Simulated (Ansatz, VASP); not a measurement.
**SnSe2 in VASP and in Ansatz**

```xyz
3
Lattice="3.8400 0.0000 0.0000 -1.9200 3.3256 0.0000 0.0000 0.0000 7.3081" Properties=species:S:1:pos:R:3 pbc="T T T"
Sn    0.0000    0.0000    0.0000
Se    0.0000    2.2171    1.9376
Se    1.9200    1.1085    5.3705
```

Alike in both runs: task single point; functional PBE; dispersion D3(BJ); k mesh 12 × 12 × 6; occupations gaussian, width 0.03 eV; no spin polarisation.

|  | VASP | Ansatz |
| --- | --- | --- |
| version | VASP 6.6.1 | Ansatz 0.2.0 |
| potentials or method | VASP PAW PBE potentials, release 64 (Sn_d, Se), cutoff 500 eV | scalar-relativistic, plane waves, PAW |
| valence electrons in the cell | 26 | 46 |

|  | VASP | Ansatz | Ansatz less VASP |
| --- | --- | --- | --- |
| gap on the k mesh at the Fermi level (eV) | none | none | - |
| pressure (GPa) | -7.6 | -7.6 | -0.01 |
| traceless stress, the component that is largest in VASP (GPa) | -7.30 | -7.31 | -0.014 |
| rms of the force components (eV/Å) | 0.904 | 0.907 | +0.0026 |

Atom by atom the forces differ by 0.003 eV/Å (rms over components). A gap of «none» marks a metal or a gap that the smearing closes. VASP's potentials hold 26 valence electrons a cell and Ansatz's 46, so a difference there can come from the potentials and not from the codes.
